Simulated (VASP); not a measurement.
# LiH (Fm-3m) in VASP: a series of runs

LiH is run at these levels: HSE06, PBE0, r2SCANh; tasks: single point.

All numbers are computed with VASP 6.6.1; they aren't measurements. Logs are shortened: lines on timing, memory, paths and dates and some standing lists are left out, and cuts for length are marked.

## 1. The cell of the first run

Symmetry: Fm-3m, No. 225, cubic system. Conventional cell: a = 3.997 Å, b = 3.997 Å, c = 3.997 Å, α = 90.00°, β = 90.00°, γ = 90.00°. Within 2.6 Å of Li (site symmetry m-3m) lie 6 H at 2.00 Å. H (site symmetry m-3m) has 6 Li at 2.00 Å within 2.6 Å.

## 2. Single point, HSE06

POSCAR reads:

```
LiH
1.0
    0.0000000000      1.9984726919      1.9984726919
    1.9984726919      0.0000000000      1.9984726919
    1.9984726919      1.9984726919      0.0000000000
Li H
1 1
Direct
    0.0000000000      0.0000000000      0.0000000000
    0.5000000000      0.5000000000      0.5000000000
```

INCAR.step1 reads:

```
SYSTEM = LiH
  PREC = Accurate
  ENCUT = 520
  EDIFF = 1E-5
  ISMEAR = 0
  SIGMA = 0.01
  LREAL = .FALSE.
  LASPH = .TRUE.
  NELM = 60
  ALGO = Normal
  ISIF = 2
  LWAVE = .TRUE.
  LCHARG = .FALSE.
  GGA = PE
  NBANDS = 9
```

INCAR.step2 reads:

```
SYSTEM = LiH
  PREC = Accurate
  ENCUT = 520
  EDIFF = 1E-6
  ISMEAR = 0
  SIGMA = 0.01
  LREAL = .FALSE.
  LASPH = .TRUE.
  NELM = 60
  ALGO = Normal
  ISIF = 2
  LWAVE = .FALSE.
  LCHARG = .FALSE.
  GGA = PE
  LHFCALC = .TRUE.
  HFSCREEN = 0.2079
  PRECFOCK = Normal
  ISTART = 1
  NBANDS = 9
```

KPOINTS reads:

```
regular mesh
0
G
  8 8 8
  0 0 0
```

Potentials or basis: VASP PAW PBE potentials, release 64 (Li_sv, H).

Command:

```sh
> cat potpaw_PBE.64/Li_sv/POTCAR potpaw_PBE.64/H/POTCAR > POTCAR
> cp INCAR.step1 INCAR
> mpirun -np 1 vasp_std > vasp.out
> cp INCAR.step2 INCAR
> mpirun -np 1 vasp_std > vasp.out
```

OUTCAR:

```text
SYSTEM = LiH
   PREC = Accurate
   ENCUT = 520
   EDIFF = 1E-6
   ISMEAR = 0
   LREAL = .FALSE.
   LASPH = .TRUE.
   NELM = 60
   ISIF = 2
   GGA = PE
   LHFCALC = .TRUE.
   HFSCREEN = 0.2079
   PRECFOCK = Normal
   ISTART = 1

 ion  position               nearest neighbor table
   1  0.000  0.000  0.000-
   2  0.500  0.500  0.500-

  LATTYP: Found a face centered cubic cell.
 ALAT       =     3.9969453838

  Lattice vectors:

 A1 = (   0.0000000000,   1.9984726919,   1.9984726919)
 A2 = (   1.9984726919,   0.0000000000,   1.9984726919)
 A3 = (   1.9984726919,   1.9984726919,   0.0000000000)

Analysis of symmetry for initial positions (statically):
=====================================================================
 Subroutine PRICEL returns:
 Original cell was already a primitive cell.

 Routine SETGRP: Setting up the symmetry group for a
 face centered cubic supercell.

 Subroutine GETGRP returns: Found 48 space group operations
 (whereof 48 operations were pure point group operations)
 out of a pool of 48 trial point group operations.

The static configuration has the point symmetry O_h .

Analysis of symmetry for dynamics (positions and initial velocities):
=====================================================================
 Subroutine PRICEL returns:
 Original cell was already a primitive cell.

 Routine SETGRP: Setting up the symmetry group for a
 face centered cubic supercell.

 Subroutine GETGRP returns: Found 48 space group operations
 (whereof 48 operations were pure point group operations)
 out of a pool of 48 trial point group operations.

The dynamic configuration has the point symmetry O_h .

 Subroutine INISYM returns: Found 48 space group operations
 (whereof 48 operations are pure point group operations),
 and found     1 'primitive' translations

----------------------------------------------------------------------------------------

                                     Primitive cell

  volume of cell :      15.9634

  direct lattice vectors                    reciprocal lattice vectors
     0.000000000  1.998472692  1.998472692    -0.250191059  0.250191059  0.250191059
     1.998472692  0.000000000  1.998472692     0.250191059 -0.250191059  0.250191059
     1.998472692  1.998472692  0.000000000     0.250191059  0.250191059 -0.250191059

  length of vectors
     2.826267185  2.826267185  2.826267185     0.433343627  0.433343627  0.433343627

  position of ions in fractional coordinates (direct lattice)
     0.000000000  0.000000000  0.000000000
     0.500000000  0.500000000  0.500000000

  ion indices of the primitive-cell ions
   primitive index   ion index
                 1           1
                 2           2

----------------------------------------------------------------------------------------

 KPOINTS: regular mesh

Automatic generation of k-mesh.
 Grid dimensions read from file:
 generate k-points for:    8    8    8

 Generating k-lattice:

  Cartesian coordinates                     Fractional coordinates (reciprocal lattice)
    -0.031273882  0.031273882  0.031273882     0.125000000  0.000000000  0.000000000
     0.031273882 -0.031273882  0.031273882     0.000000000  0.125000000  0.000000000
     0.031273882  0.031273882 -0.031273882     0.000000000  0.000000000  0.125000000

  Length of vectors
     0.054167953  0.054167953  0.054167953

  Shift w.r.t. Gamma in fractional coordinates (k-lattice)
     0.000000000  0.000000000  0.000000000

 Subroutine IBZKPT returns following result:
 ===========================================

 Found     29 irreducible k-points:

 Following reciprocal coordinates:
            Coordinates               Weight
  0.000000  0.000000  0.000000      1.000000
  0.125000  0.000000  0.000000      8.000000
  0.250000  0.000000  0.000000      8.000000
  0.375000  0.000000  0.000000      8.000000
  0.500000  0.000000  0.000000      4.000000
  0.125000  0.125000  0.000000      6.000000
[... 16 lines left out ...]
  0.500000  0.250000  0.125000     48.000000
 -0.375000  0.250000  0.125000     24.000000
 [... further k-points ...]
   k-points           NKPTS =     29   k-points in BZ     NKDIM =    512   number of bands    NBANDS=      9
   number of dos      NEDOS =    301   number of ions     NIONS =      2
   total plane-waves  NPLWV =  13824
   dimension x,y,z NGX =    24 NGY =   24 NGZ =   24
   dimension x,y,z NGXF=    48 NGYF=   48 NGZF=   48
   ions per type =               1   1
   NGX,Y,Z   is equivalent  to a cutoff of  14.12, 14.12, 14.12 a.u.
   NGXF,Y,Z  is equivalent  to a cutoff of  28.23, 28.23, 28.23 a.u.
 SYSTEM =  LiH
   PREC   = accura    normal or accurate (medium, high low for compatibility)
   ISTART =      1    job   : 0-new  1-cont  2-samecut
   ICHARG =      0    charge: 1-file 2-atom 10-const
   ISPIN  =      1    spin polarized calculation?
   LNONCOLLINEAR =      F non collinear calculations
   LSORBIT =      F    spin-orbit coupling
   LASPH  =      T    aspherical Exc in radial PAW
   ENCUT  =  520.0 eV  38.22 Ry    6.18 a.u.   5.25  5.25  5.25*2*pi/ulx,y,z
   NELM   =     60;   NELMIN=  2; NELMDL=  0     # of ELM steps
   EDIFF  = 0.1E-05   stopping-criterion for ELM
   LREAL  =      F    real-space projection
   EDIFFG = 0.1E-04   stopping-criterion for IOM
   NSW    =      0    number of steps for IOM
   IBRION =     -1    ionic relax: 0-MD 1-quasi-New 2-CG
   NFREE  =      0    steps in history (QN), initial steepest desc. (CG)
   ISIF   =      2    stress and relaxation
   ISYM   =      3    0-nonsym 1-usesym 2-fastsym
   POTIM  = 0.5000    time-step for ionic-motion
   TEBEG  =    0.0;   TEEND  =   0.0 temperature during run
   PSTRESS=    0.0 pullay stress
   NELECT =       4.0000    total number of electrons
   NUPDOWN=      -1.0000    fix difference up-down
   EMIN   =  10.00;   EMAX   =-10.00  energy-range for DOS
   EFERMI =   0.00;   METHOD = LEGACY
   ISMEAR =     0;   SIGMA  =   0.01  broadening in eV -4-tet -1-fermi 0-gaus
   EFERMI_NEDOS =   21; number of points for ismear=-14 and -15
   IALGO  =     38    algorithm
   IMIX   =      1    mixing-type and parameters
     AMIX     =   0.40;   BMIX     =  1.00
     AMIX_MAG =   1.60;   BMIX_MAG =  1.00
  volume/ion in A,a.u.               =       7.98        53.86
  Fermi-wavevector in a.u.,A,eV,Ry     =   1.032096  1.950378 14.493217  1.065221
  Thomas-Fermi vector in A             =   2.166276
   LORBIT       =      0    0 simple, 1 ext, 2 COOP (PROOUT), +10 PAW based schemes
   GGA     = PE    functional components
   LHFCALC =     T    Hartree Fock is set to
   PRECFOCK=normal    Normal, Fast or Accurate (Low or Medium for compatibility)
   ENCUT4O =  -1.0   cutoff for four orbital integrals eV
   NKREDX  =     1    reduce k-point grid by
   NKREDY  =     1    reduce k-point grid by
   NKREDZ  =     1    reduce k-point grid by
   AEXX    =    0.2500 exact exchange contribution
   HFSCREEN=    0.2079 screening length (either q_TF or 0.3 A-1)
   HFSCREENC=   0.2079 screening length for correlation (either q_TF or 0.3 A-1)
   ENCUTFOCK=  -1.0 apply spherical cutoff to Coloumb kernel
   IVDW    =     0    specifies the selected vdW correction
   LEPSILON=     F    determine dielectric tensor
   LRPA    =     F    only Hartree local field effects (RPA)
 non-spin polarized calculation
 Gauss-broadening in eV      SIGMA  =   0.01
  energy-cutoff  :      520.00
  volume of cell :       15.96
 maximum number of plane-waves:       445
 NGX is ok and might be reduce to    24
  NGX = 16; NGY = 16; NGZ = 16

 number of electron       3.9999996 magnetization

 Free energy of the ion-electron system (eV)
  ---------------------------------------------------
  ext. energy  EPLUGINS =         0.00000000
  ---------------------------------------------------
  free energy    TOTEN  =        -6.78673695 eV

  energy without entropy =       -6.78673695  energy(sigma->0) =       -6.78673695

 E-fermi :  -0.4479     XC(G=0):  -7.1455

 val. band max:       -0.5600489053   @ k =   0.5000   0.5000   0.0000
 cond. band min:       3.4047606325   @ k =   0.5000   0.5000   0.0000
 fundamental gap:      3.9648095378
 Fermi energy:        -0.4479317348

 k-point     1 :       0.0000    0.0000    0.0000
  band No.  band energies     occupation
      1     -47.8393      2.00000
      2      -6.6700      2.00000
      3      17.5037      0.00000
      4      18.9973      0.00000
      5      18.9973      0.00000
      6      18.9973      0.00000
      7      23.6221      0.00000
      8      23.6221      0.00000
      9      23.6221      0.00000

 k-point     2 :       0.1250    0.0000    0.0000
  band No.  band energies     occupation
      1     -47.8318      2.00000
      2      -6.3515      2.00000
      3      14.9488      0.00000
      4      17.7730      0.00000
      5      18.4105      0.00000
      6      18.4105      0.00000
      7      23.1519      0.00000
      8      24.8485      0.00000
      9      24.8485      0.00000

 k-point     3 :       0.2500    0.0000    0.0000
  band No.  band energies     occupation
      1     -47.8131      2.00000
      2      -5.4409      2.00000
      3      10.5303      0.00000
      4      16.2465      0.00000
      5      17.6819      0.00000
      6      17.6820      0.00000
      7      23.2886      0.00000
      8      23.2887      0.00000
      9      24.6581      0.00000

 k-point     4 :       0.3750    0.0000    0.0000
  band No.  band energies     occupation
      1     -47.7942      2.00000
      2      -4.1849      2.00000
      3       6.9445      0.00000
      4      15.1606      0.00000
      5      17.4599      0.00000
      6      17.4599      0.00000
      7      21.0592      0.00000
      8      21.0592      0.00000
      9      26.9563      0.00000
[... 205 lines left out ...]
 k-point    22 :       0.3750    0.2500    0.1250
  band No.  band energies     occupation
      1     -47.7999      2.00000
      2      -4.5537      2.00000
      3      10.4195      0.00000
      4      11.1191      0.00000
      5      15.2285      0.00000
      6      18.7838      0.00000
      7      21.1132      0.00000
      8      25.0876      0.00000
      9      28.9739      0.00000

 k-point    23 :       0.5000    0.2500    0.1250
  band No.  band energies     occupation
      1     -47.7853      2.00000
      2      -3.2252      2.00000
      3       7.1789      0.00000
      4       9.9251      0.00000
      5      14.5124      0.00000
      6      17.9423      0.00000
      7      23.3982      0.00000
      8      25.5717      0.00000
      9      28.4328      0.00000

 k-point    24 :      -0.3750    0.2500    0.1250
  band No.  band energies     occupation
      1     -47.7792      2.00000
      2      -2.4303      2.00000
      3       5.6188      0.00000
      4       9.6199      0.00000
      5      14.2448      0.00000
      6      17.5281      0.00000
      7      24.2366      0.00000
      8      27.3739      0.00000
      9      28.5023      0.00000

 [... further k-points ...]
[... 5 lines left out ...]
  --------------------------------------------------------------------------------------
  -------------------------------------------------------------------------------------
  Total       -0.0454067     -0.0454067     -0.0454067     -0.0000000     -0.0000000     -0.0000000
  in kB       -4.5572795     -4.5572795     -4.5572795     -0.0000000     -0.0000000     -0.0000000
  external PRESSURE =      -4.5572795 kB  Pullay stress =       0.0000000 kB

 VOLUME and BASIS-vectors are now :
 -----------------------------------------------------------------------------
  energy-cutoff  :      520.00
  volume of cell :       15.96
      direct lattice vectors                 reciprocal lattice vectors
     0.000000000  1.998472692  1.998472692    -0.250191059  0.250191059  0.250191059
     1.998472692  0.000000000  1.998472692     0.250191059 -0.250191059  0.250191059
     1.998472692  1.998472692  0.000000000     0.250191059  0.250191059 -0.250191059

 POSITION                                       TOTAL-FORCE (eV/Angst)
 -----------------------------------------------------------------------------------
      0.00000      0.00000      0.00000         0.000000      0.000000      0.000000
      1.99847      1.99847      1.99847        -0.000000     -0.000000     -0.000000
 -----------------------------------------------------------------------------------
    total drift:                               -0.000000     -0.000000     -0.000000

  FREE ENERGIE OF THE ION-ELECTRON SYSTEM (eV)
  ---------------------------------------------------
  free  energy   TOTEN  =        -6.7867369502 eV

  energy  without entropy=       -6.7867369502  energy(sigma->0) =       -6.78673695
```

Wall time 5.4 min (1 thread of Intel Xeon 8259CL, shared host); peak memory 0.24 GiB.

Results:

- Free energy: -6.7867 eV
- Band gap on the k mesh: 3.96 eV

Caveat: the cutoff is under 1.25 times the usual one of these potentials, so pressure, stress and relaxed cells hold a basis-set (Pulay) error; the PAW data sets were made with another functional, which shifts forces and pressure a little.

(Part 1 of 2 ends here.)
